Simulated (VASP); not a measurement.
# W (Im-3m) in VASP: notebook

Runs on W. Level: RPBE. Tasks: single point.

Everything below comes from runs of VASP 6.6.1. Logs are shortened: lines on timing, memory, paths and dates and some standing lists are left out, and cuts for length are marked.

### Step 1. The cell of the first run

It takes space group Im-3m (No. 229, cubic). Conventional cell: a = 3.281 Å, b = 3.281 Å, c = 3.281 Å, α = 90.00°, β = 90.00°, γ = 90.00°. W (site symmetry m-3m) has 14 W at 2.84 to 3.28 Å within 3.7 Å.

### Step 2. Single point, RPBE (volume scaled by 1.08)

INCAR reads:

```
PREC = Accurate ; ENCUT = 520
EDIFF = 1E-7 ; ISMEAR = -1
SIGMA = 0.1 ; LREAL = F
LASPH = T ; NELM = 60
ALGO = Normal ; ISIF = 2
LWAVE = F ; LCHARG = F
GGA = RP ; NBANDS = 13
```

KPOINTS reads:

```
regular mesh
0
Gamma
  23 23 23
```

POSCAR reads:

```
W
1.0
   -1.6403085965      1.6403085965      1.6403085965
    1.6403085965     -1.6403085965      1.6403085965
    1.6403085965      1.6403085965     -1.6403085965
W
1
Direct
    0.0000000000      0.0000000000      0.0000000000
```

Potentials or basis: VASP PAW PBE potentials, release 64 (W_sv).

Started as:

```bash
$ cat potpaw_PBE.64/W_sv/POTCAR > POTCAR
$ mpirun -np 1 vasp_std > vasp.out
```

OUTCAR:

```text
PREC = Accurate
   ENCUT = 520
   EDIFF = 1E-7
   ISMEAR = -1
   LREAL = F
   LASPH = T
   NELM = 60
   ISIF = 2
   GGA = RP

 ion  position               nearest neighbor table
   1  0.000  0.000  0.000-

  LATTYP: Found a body centered cubic cell.
 ALAT       =     3.2806171930

  Lattice vectors:

 A1 = (  -1.6403085965,   1.6403085965,   1.6403085965)
 A2 = (   1.6403085965,  -1.6403085965,   1.6403085965)
 A3 = (   1.6403085965,   1.6403085965,  -1.6403085965)

Analysis of symmetry for initial positions (statically):
=====================================================================
 Subroutine PRICEL returns:
 Original cell was already a primitive cell.

 Routine SETGRP: Setting up the symmetry group for a
 body centered cubic supercell.

 Subroutine GETGRP returns: Found 48 space group operations
 (whereof 48 operations were pure point group operations)
 out of a pool of 48 trial point group operations.

The static configuration has the point symmetry O_h .

Analysis of symmetry for dynamics (positions and initial velocities):
=====================================================================
 Subroutine PRICEL returns:
 Original cell was already a primitive cell.

 Routine SETGRP: Setting up the symmetry group for a
 body centered cubic supercell.

 Subroutine GETGRP returns: Found 48 space group operations
 (whereof 48 operations were pure point group operations)
 out of a pool of 48 trial point group operations.

The dynamic configuration has the point symmetry O_h .

 Subroutine INISYM returns: Found 48 space group operations
 (whereof 48 operations are pure point group operations),
 and found     1 'primitive' translations

----------------------------------------------------------------------------------------

                                     Primitive cell

  volume of cell :      17.6537

  direct lattice vectors                    reciprocal lattice vectors
    -1.640308596  1.640308596  1.640308596     0.000000000  0.304820691  0.304820691
     1.640308596 -1.640308596  1.640308596     0.304820691  0.000000000  0.304820691
     1.640308596  1.640308596 -1.640308596     0.304820691  0.304820691  0.000000000

  length of vectors
     2.841097829  2.841097829  2.841097829     0.431081555  0.431081555  0.431081555

  position of ions in fractional coordinates (direct lattice)
     0.000000000  0.000000000  0.000000000

  ion indices of the primitive-cell ions
   primitive index   ion index
                 1           1

----------------------------------------------------------------------------------------

 KPOINTS: regular mesh

Automatic generation of k-mesh.
 Grid dimensions read from file:
 generate k-points for:   23   23   23

 Generating k-lattice:

  Cartesian coordinates                     Fractional coordinates (reciprocal lattice)
     0.000000000  0.013253074  0.013253074     0.043478261  0.000000000  0.000000000
     0.013253074  0.000000000  0.013253074     0.000000000  0.043478261  0.000000000
     0.013253074  0.013253074  0.000000000     0.000000000  0.000000000  0.043478261

  Length of vectors
     0.018742676  0.018742676  0.018742676

  Shift w.r.t. Gamma in fractional coordinates (k-lattice)
     0.000000000  0.000000000  0.000000000

 Subroutine IBZKPT returns following result:
 ===========================================

 Found    364 irreducible k-points:

 Following reciprocal coordinates:
            Coordinates               Weight
  0.000000  0.000000  0.000000      1.000000
  0.043478  0.000000  0.000000     12.000000
  0.086957  0.000000  0.000000     12.000000
  0.130435  0.000000  0.000000     12.000000
  0.173913  0.000000  0.000000     12.000000
  0.217391  0.000000  0.000000     12.000000
[... 16 lines left out ...]
  0.478261  0.043478  0.000000     24.000000
  0.086957  0.086957  0.000000     24.000000
 [... further k-points ...]
   k-points           NKPTS =    364   k-points in BZ     NKDIM =    364   number of bands    NBANDS=     13
   number of dos      NEDOS =    301   number of ions     NIONS =      1
   total plane-waves  NPLWV =  13824
   dimension x,y,z NGX =    24 NGY =   24 NGZ =   24
   dimension x,y,z NGXF=    48 NGYF=   48 NGZF=   48
   ions per type =               1
   NGX,Y,Z   is equivalent  to a cutoff of  14.04, 14.04, 14.04 a.u.
   NGXF,Y,Z  is equivalent  to a cutoff of  28.09, 28.09, 28.09 a.u.
 SYSTEM =  unknown system
   PREC   = accura    normal or accurate (medium, high low for compatibility)
   ISTART =      0    job   : 0-new  1-cont  2-samecut
   ICHARG =      2    charge: 1-file 2-atom 10-const
   ISPIN  =      1    spin polarized calculation?
   LNONCOLLINEAR =      F non collinear calculations
   LSORBIT =      F    spin-orbit coupling
   LASPH  =      T    aspherical Exc in radial PAW
   ENCUT  =  520.0 eV  38.22 Ry    6.18 a.u.   5.28  5.28  5.28*2*pi/ulx,y,z
   NELM   =     60;   NELMIN=  2; NELMDL= -5     # of ELM steps
   EDIFF  = 0.1E-06   stopping-criterion for ELM
   LREAL  =      F    real-space projection
   EDIFFG = 0.1E-05   stopping-criterion for IOM
   NSW    =      0    number of steps for IOM
   IBRION =     -1    ionic relax: 0-MD 1-quasi-New 2-CG
   NFREE  =      0    steps in history (QN), initial steepest desc. (CG)
   ISIF   =      2    stress and relaxation
   ISYM   =      2    0-nonsym 1-usesym 2-fastsym
   POTIM  = 0.5000    time-step for ionic-motion
   TEBEG  =    0.0;   TEEND  =   0.0 temperature during run
   PSTRESS=    0.0 pullay stress
   NELECT =      14.0000    total number of electrons
   NUPDOWN=      -1.0000    fix difference up-down
   EMIN   =  10.00;   EMAX   =-10.00  energy-range for DOS
   EFERMI =   0.00;   METHOD = LEGACY
   ISMEAR =    -1;   SIGMA  =   0.10  broadening in eV -4-tet -1-fermi 0-gaus
   EFERMI_NEDOS =   21; number of points for ismear=-14 and -15
   IALGO  =     38    algorithm
   IMIX   =      4    mixing-type and parameters
     AMIX     =   0.40;   BMIX     =  1.00
     AMIX_MAG =   1.60;   BMIX_MAG =  1.00
  volume/ion in A,a.u.               =      17.65       119.13
  Fermi-wavevector in a.u.,A,eV,Ry     =   1.515323  2.863546 31.241759  2.296205
  Thomas-Fermi vector in A             =   2.624862
   LORBIT       =      0    0 simple, 1 ext, 2 COOP (PROOUT), +10 PAW based schemes
   GGA     = RP    functional components
   LHFCALC =     F    Hartree Fock is set to
   AEXX    =    0.0000 exact exchange contribution
   IVDW    =     0    specifies the selected vdW correction
   LEPSILON=     F    determine dielectric tensor
   LRPA    =     F    only Hartree local field effects (RPA)
 non-spin polarized calculation
  energy-cutoff  :      520.00
  volume of cell :       17.65
 maximum number of plane-waves:       486
 NGX is ok and might be reduce to    24
   NGX = 11   NGY = 11   NGZ = 11

 number of electron      14.0000001 magnetization

 Free energy of the ion-electron system (eV)
  ---------------------------------------------------
  ext. energy  EPLUGINS =         0.00000000
  ---------------------------------------------------
  free energy    TOTEN  =       -12.33049704 eV

  energy without entropy =      -12.31556274  energy(sigma->0) =      -12.32302989

 E-fermi :  10.0097     XC(G=0): -12.9845

 val. band max:       10.0068322048   @ k =  -0.1739   0.1739   0.1304
 cond. band min:      10.0128606471   @ k =  -0.4783   0.4783   0.0435
 fundamental gap:      0.0060284424
 Fermi energy:        10.0096807479

 k-point     1 :       0.0000    0.0000    0.0000
  band No.  band energies     occupation
      1     -64.3382      2.00000
      2     -28.0284      2.00000
      3     -28.0284      2.00000
      4     -28.0284      2.00000
      5       1.0032      2.00000
      6       8.9732      1.99994
      7       8.9732      1.99994
      8       8.9732      1.99994
      9      12.0615      0.00000
     10      12.0615      0.00000
     11      24.2614      0.00000
     12      24.2614      0.00000
     13      24.2614      0.00000

 k-point     2 :       0.0435    0.0000    0.0000
  band No.  band energies     occupation
      1     -64.3367      2.00000
      2     -28.0460      2.00000
      3     -28.0340      2.00000
      4     -28.0284      2.00000
      5       1.0841      2.00000
      6       8.9254      1.99996
      7       8.9634      1.99994
      8       9.0497      1.99986
      9      11.9857      0.00000
     10      12.0624      0.00000
     11      24.3278      0.00000
     12      24.3995      0.00000
     13      24.4442      0.00000

 k-point     3 :       0.0870    0.0000    0.0000
  band No.  band energies     occupation
      1     -64.3323      2.00000
      2     -28.0972      2.00000
      3     -28.0505      2.00000
      4     -28.0285      2.00000
      5       1.3222      2.00000
      6       8.7887      1.99999
      7       8.9247      1.99996
      8       9.2776      1.99868
      9      11.7970      0.00000
     10      12.0672      0.00000
     11      24.5044      0.00000
     12      24.8062      0.00000
     13      24.9372      0.00000
[... 305 lines left out ...]
 k-point    23 :       0.4783    0.0435    0.0000
  band No.  band energies     occupation
      1     -64.2558      2.00000
      2     -28.9155      2.00000
      3     -28.3296      2.00000
      4     -28.0375      2.00000
      5       4.4891      2.00000
      6       6.9670      2.00000
      7      10.2301      0.19881
      8      11.8740      0.00000
      9      12.8370      0.00000
     10      15.3635      0.00000
     11      19.4108      0.00000
     12      21.3184      0.00000
     13      25.3506      0.00000

 k-point    24 :       0.0870    0.0870    0.0000
  band No.  band energies     occupation
      1     -64.3213      2.00000
      2     -28.2235      2.00000
      3     -28.0745      2.00000
      4     -28.0452      2.00000
      5       1.9257      2.00000
      6       8.5486      2.00000
      7       8.6571      2.00000
      8       9.9228      1.40903
      9      11.4278      0.00000
     10      12.1621      0.00000
     11      24.9543      0.00000
     12      25.6153      0.00000
     13      25.8704      0.00000

 [... further k-points ...]
[... 5 lines left out ...]
  --------------------------------------------------------------------------------------
  -------------------------------------------------------------------------------------
  Total       -2.1013307     -2.1013307     -2.1013307      0.0000000     -0.0000000      0.0000000
  in kB     -190.7077398   -190.7077398   -190.7077398      0.0000000     -0.0000000      0.0000000
  external PRESSURE =    -190.7077398 kB  Pullay stress =       0.0000000 kB

 VOLUME and BASIS-vectors are now :
 -----------------------------------------------------------------------------
  energy-cutoff  :      520.00
  volume of cell :       17.65
      direct lattice vectors                 reciprocal lattice vectors
    -1.640308596  1.640308596  1.640308596     0.000000000  0.304820691  0.304820691
     1.640308596 -1.640308596  1.640308596     0.304820691  0.000000000  0.304820691
     1.640308596  1.640308596 -1.640308596     0.304820691  0.304820691  0.000000000

 POSITION                                       TOTAL-FORCE (eV/Angst)
 -----------------------------------------------------------------------------------
      0.00000      0.00000      0.00000        -0.000000     -0.000000     -0.000000
 -----------------------------------------------------------------------------------
    total drift:                               -0.000000      0.000000      0.000000

  FREE ENERGIE OF THE ION-ELECTRON SYSTEM (eV)
  ---------------------------------------------------
  free  energy   TOTEN  =       -12.3304970414 eV

  energy  without entropy=      -12.3155627380  energy(sigma->0) =      -12.32302989
```

Run time: 50 s. Hardware: 1 thread of AMD EPYC 9R45 (Zen 5), shared host; peak memory 0.17 GiB.

Results:

| Quantity | Value |
| --- | --- |
| Free energy | -12.3305 eV |
| Pressure | -19.1 GPa |
| Band gap on the k mesh | zero (band 7 reaches 14.26 eV, above the bottom of band 8 at 8.97 eV) |

Caveat: the PAW data sets were made with another functional, which shifts forces and pressure a little; spin-orbit coupling is left out, which moves the levels of the heavy elements.

### Step 3. Single point, RPBE (volume scaled by 1.12)

INCAR reads:

```
SYSTEM = W
PREC = Accurate ; ENCUT = 520
EDIFF = 1E-6 ; ISMEAR = -1
SIGMA = 0.1 ; LREAL = .False.
LASPH = .True. ; NELM = 60
ALGO = Normal ; ISIF = 2
LWAVE = .False. ; LCHARG = .True.
GGA = RP ; LELF = .True.
LVHAR = .True. ; NBANDS = 13
```

KPOINTS reads:

```
regular mesh
0
Gamma
  23 23 23
  0 0 0
```

POSCAR reads:

```
W
1.0
   -1.6603143315      1.6603143315      1.6603143315
    1.6603143315     -1.6603143315      1.6603143315
    1.6603143315      1.6603143315     -1.6603143315
W
1
Direct
    0.0000000000      0.0000000000      0.0000000000
```

Potentials or basis: VASP PAW PBE potentials, release 64 (W_sv).

Started as:

```bash
$ cat potpaw_PBE.64/W_sv/POTCAR > POTCAR
$ mpirun -np 1 vasp_std > vasp.out
```

OUTCAR:

```text
SYSTEM = W
   PREC = Accurate
   ENCUT = 520
   EDIFF = 1E-6
   ISMEAR = -1
   LREAL = .False.
   LASPH = .True.
   NELM = 60
   ISIF = 2
   GGA = RP

 ion  position               nearest neighbor table
   1  0.000  0.000  0.000-

  LATTYP: Found a body centered cubic cell.
 ALAT       =     3.3206286630

  Lattice vectors:

 A1 = (  -1.6603143315,   1.6603143315,   1.6603143315)
 A2 = (   1.6603143315,  -1.6603143315,   1.6603143315)
[... 554 lines left out ...]
      4     -28.6122      2.00000
      5       1.6215      2.00000
      6       8.1425      2.00000
      7       8.2465      1.99999
      8       9.4466      1.38945
      9      10.9058      0.00000
     10      11.5934      0.00000
     11      24.3424      0.00000
     12      24.9369      0.00000
     13      25.1671      0.00000

 [... further k-points ...]
[... 5 lines left out ...]
  --------------------------------------------------------------------------------------
  -------------------------------------------------------------------------------------
  Total       -2.9741079     -2.9741079     -2.9741079     -0.0000000      0.0000000     -0.0000000
  in kB     -260.2773399   -260.2773399   -260.2773399     -0.0000000      0.0000000     -0.0000000
  external PRESSURE =    -260.2773399 kB  Pullay stress =       0.0000000 kB

 VOLUME and BASIS-vectors are now :
 -----------------------------------------------------------------------------
  energy-cutoff  :      520.00
  volume of cell :       18.31
      direct lattice vectors                 reciprocal lattice vectors
    -1.660314331  1.660314331  1.660314331     0.000000000  0.301147795  0.301147795
     1.660314331 -1.660314331  1.660314331     0.301147795  0.000000000  0.301147795
     1.660314331  1.660314331 -1.660314331     0.301147795  0.301147795  0.000000000

 POSITION                                       TOTAL-FORCE (eV/Angst)
 -----------------------------------------------------------------------------------
      0.00000      0.00000      0.00000        -0.000000      0.000000     -0.000000
 -----------------------------------------------------------------------------------
    total drift:                               -0.000000     -0.000000      0.000000

  FREE ENERGIE OF THE ION-ELECTRON SYSTEM (eV)
  ---------------------------------------------------
  free  energy   TOTEN  =       -12.2382911382 eV

  energy  without entropy=      -12.2229364939  energy(sigma->0) =      -12.23061382
```

stdout:

```text
POSCAR found type information on POSCAR W
 POSCAR found :  1 types and       1 ions
 scaLAPACK will be used
 -----------------------------------------------------------------------------
|                                                                             |
|                                                                             |
|     You enforced a specific xc type in the INCAR file but a different       |
|     I HOPE YOU KNOW WHAT YOU ARE DOING!                                     |
|                                                                             |
 -----------------------------------------------------------------------------

 LDA part: xc-table for (Slater+PW92), standard interpolation
 POSCAR, INCAR and KPOINTS ok, starting setup
 FFT: planning ... GRIDC
 FFT: planning ... GRID_SOFT
 FFT: planning ... GRID
 WAVECAR not read
 entering main loop
```

Run time: 63 s. Hardware: 1 thread of AMD EPYC 9R45 (Zen 5), shared host; peak memory 0.18 GiB.

What came out:

- Free energy: -12.2383 eV
- Pressure: -26.0 GPa
- Band gap on the k mesh: zero (band 7 reaches 13.57 eV, above the bottom of band 8 at 8.54 eV)

Levels at points of the mesh, in eV from the Fermi level:
| k point | band 4 | band 5 | band 6 | band 7 | band 8 | band 9 | band 10 | band 11 |
| --- | --- | --- | --- | --- | --- | --- | --- | --- |
| (0.00, 0.00, 0.00) | -38.13 | -8.79 | -0.99 | -0.99 | -0.99 | 1.97 | 1.97 | 14.16 |

Caveat: the PAW data sets were made with another functional, which shifts forces and pressure a little; spin-orbit coupling is left out, which moves the levels of the heavy elements.
